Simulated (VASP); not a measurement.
Set up this calculation in VASP 6.6.1, as the native input.

```
Task                   : single point
Functional             : r2SCAN
Potentials or basis    : VASP PAW PBE potentials, release 64 (Cd, Te)
Cutoff                 : 520 eV
k mesh                 : 6 × 6 × 4
Occupations            : fermi-dirac, width 0.02 eV
Spin                   : no spin polarisation
Dipole correction      : no
Further INCAR settings : ALGO = Normal; EDIFF = 1e-07; NBANDS = 26
```

CdTe:

```
Cd Te
1.0
     4.83474    0.00000    0.00000
    -2.41737    4.18701    0.00000
     0.00000    0.00000    6.55535
Cd Te
2 2
Direct
  0.33333 0.66667 0.25000
  0.66667 0.33333 0.75000
  0.66667 0.33333 0.25000
  0.33333 0.66667 0.75000
```

This cell differs from its parent crystal: volume changed by -3%.

One way to write it, as run:

POSCAR

```
CdTe
1.0
    4.8347382993      0.0000000000      0.0000000000
   -2.4173691497      4.1870061878      0.0000000000
    0.0000000000      0.0000000000      6.5553497654
Cd Te
2 2
Direct
    0.3333333333      0.6666666667      0.2500000000
    0.6666666667      0.3333333333      0.7500000000
    0.6666666667      0.3333333333      0.2500000000
    0.3333333333      0.6666666667      0.7500000000
```

INCAR.step1

```
SYSTEM = CdTe
ALGO     = Normal         ! electronic algorithm
EDIFF    = 1E-4           ! SCF threshold, eV
ENCUT    = 520            ! plane-wave cutoff, eV
GGA      = PE             ! functional
ISMEAR   = -1             ! smearing method
LASPH    = .True.         ! aspherical terms in the spheres
LCHARG   = .False.        ! write CHGCAR
LREAL    = .False.        ! projectors in reciprocal space
LWAVE    = .True.         ! write WAVECAR
NBANDS   = 26             ! bands
NELM     = 80             ! most SCF steps
PREC     = Accurate       ! precision mode
SIGMA    = 0.02           ! smearing width, eV
```

INCAR.step2

```
SYSTEM = CdTe
ALGO     = Normal         ! electronic algorithm
EDIFF    = 1E-7           ! SCF threshold, eV
ENCUT    = 520            ! plane-wave cutoff, eV
ISIF     = 2              ! what is computed and relaxed
ISMEAR   = -1             ! smearing method
ISTART   = 1            
LASPH    = .True.         ! aspherical terms in the spheres
LCHARG   = .False.        ! write CHGCAR
LMIXTAU  = .True.       
LREAL    = .False.        ! projectors in reciprocal space
LWAVE    = .False.        ! write WAVECAR
METAGGA  = R2SCAN         ! meta-GGA
NBANDS   = 26             ! bands
NELM     = 80             ! most SCF steps
PREC     = Accurate       ! precision mode
SIGMA    = 0.02           ! smearing width, eV
```

KPOINTS

```
k-points
0
Gamma
  6 6 4
  0 0 0
```

Potentials or basis: VASP PAW PBE potentials, release 64 (Cd, Te).

Run with:

```bash
$ cat potpaw_PBE.64/Cd/POTCAR potpaw_PBE.64/Te/POTCAR > POTCAR
$ cp INCAR.step1 INCAR
$ mpirun -np 1 vasp_std > vasp.out
$ cp INCAR.step2 INCAR
$ mpirun -np 1 vasp_std > vasp.out
```

It gave:

The pressure is 1.5 GPa and the band gap on the k mesh is 0.17 eV, indirect (least direct gap 0.20 eV).

Caveat: the PAW data sets were made with another functional, which shifts forces and pressure a little; spin-orbit coupling is left out, which moves the levels of the heavy elements.

Run time: 3 min on 1 thread of AMD EPYC 9R45 96-Core Processor (Zen 5) (shared host), peak memory 0.26 GiB.
